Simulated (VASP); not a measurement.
Wanted: the native input for a VASP 6.6.1 run.

```
Task                   : single point
Functional             : RPBE
Dispersion             : D4
Potentials or basis    : VASP PAW PBE potentials, release 64 (Cd, Se)
Cutoff                 : 520 eV
k mesh                 : 8 × 8 × 8
Occupations            : fermi-dirac, width 0.05 eV
Spin                   : no spin polarisation
Dipole correction      : no
Further INCAR settings : ALGO = Normal; EDIFF = 1e-07; NBANDS = 16
```

The structure of CdSe lies in POSCAR:

```
CdSe
1.0
    0.0000000000      3.0571254509      3.0571254509
    3.0571254509      0.0000000000      3.0571254509
    3.0571254509      3.0571254509      0.0000000000
Cd Se
1 1
Direct
    0.0000000000      0.0000000000      0.0000000000
    0.2500000000      0.2500000000      0.2500000000
```

These files were run (other wordings do the same):

INCAR

```
SYSTEM = CdSe
PREC = Accurate ; ENCUT = 520
EDIFF = 1E-7 ; ISMEAR = -1
SIGMA = 0.05 ; LREAL = .False.
LASPH = .True. ; NELM = 80
ALGO = Normal ; ISIF = 2
LWAVE = .False. ; LCHARG = .True.
GGA = RP ; IVDW = 13
LELF = .True. ; LVHAR = .True.
NBANDS = 16
```

KPOINTS

```
Automatic mesh
0
Gamma
  8 8 8
  0 0 0
```

Potentials or basis: VASP PAW PBE potentials, release 64 (Cd, Se).

Command:

```sh
$ cat potpaw_PBE.64/Cd/POTCAR potpaw_PBE.64/Se/POTCAR > POTCAR
$ mpirun -np 1 vasp_std > vasp.out
```

It gave:

```yaml
Pressure: 0.3 GPa
Band_gap_on_the_k_mesh: 0.75 eV
Dispersion_energy_per_atom: -0.584 eV
```

Caveat: semilocal functionals underestimate gaps, and a narrow one can read as zero; the PAW data sets were made with another functional, which shifts forces and pressure a little.

Run time: 42 s on 1 thread of Intel Xeon 8259CL, on a shared host, peak memory 0.19 GiB.
